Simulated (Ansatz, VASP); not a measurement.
Te2Mo in VASP and in Ansatz

The input INCAR:

```
PREC = Accurate ; ENCUT = 520
EDIFF = 1E-6 ; ISMEAR = 1
SIGMA = 0.1 ; LREAL = F
LASPH = T ; NELM = 80
ALGO = Normal ; ISIF = 2
LWAVE = F ; LCHARG = F
GGA = PS ; NBANDS = 20
```

KPOINTS

```
regular mesh
0
Gamma
  6 6 2
```

The input POSCAR:

```
Te2Mo
1.0
    3.4883933217     -0.0006821120     -0.0117043476
   -1.7447874574      3.0213650605     -0.0023483743
   -0.0581703538     -0.0470045954     17.5083485212
Te Mo
2 1
Direct
    0.3281330709      0.6528061537      0.8970732953
    0.3363738167      0.6580237085      0.1034732012
   -0.0008854320     -0.0113632861      0.0002745181
```

Input for Ansatz:

```yaml
crystal:
  lattice:
    - [3.488393321690582, -0.0006821119570436638, -0.01170434756587742]
    - [-1.7447874573871593, 3.021365060456537, -0.002348374258105282]
    - [-0.05817035377209966, -0.04700459542678403, 17.50834852119864]
  atoms:
    - { symbol: Te, position: [0.32813307090114047, 0.6528061537417387, 0.8970732952622162] }
    - { symbol: Te, position: [0.33637381667795657, 0.6580237085106766, 0.1034732012092988] }
    - { symbol: Mo, position: [-0.000885431970678515, -0.01136328609997817, 0.00027451814568025574] }
basis:
  ecutwfc: 550.0
kpoints:
  mp_grid:
    grid: [6, 6, 2]
hamiltonian:
  xc: pbesol
  pseudopotentials:
    kind: paw
scf:
  occupations:
    method: cold
    width: 0.1
output:
  forces: true
  stress: true
```

Alike in both runs: task single point; functional PBEsol; k mesh 6 × 6 × 2; no spin polarisation.

|  | VASP | Ansatz |
| --- | --- | --- |
| version | VASP 6.6.1 | Ansatz 0.2.0 |
| potentials or method | VASP PAW PBE potentials, release 64 (Te, Mo_sv), cutoff 520 eV | plane waves, PAW |
| occupations | methfessel-paxton of order 1, width 0.1 eV | cold, width 0.1 eV |
| valence electrons in the cell | 26 | 46 |

```tsv
	VASP	Ansatz	Ansatz less VASP
rms of the force components (eV/Å)	0.010	0.018	+0.0081
```

VASP's potentials were made for PBE, not for PBEsol. Atom by atom the forces differ by 0.015 eV/Å (rms over components). VASP's potentials hold 26 valence electrons a cell and Ansatz's 46, so a difference there can come from the potentials and not from the codes.

Spin-orbit coupling is off throughout.
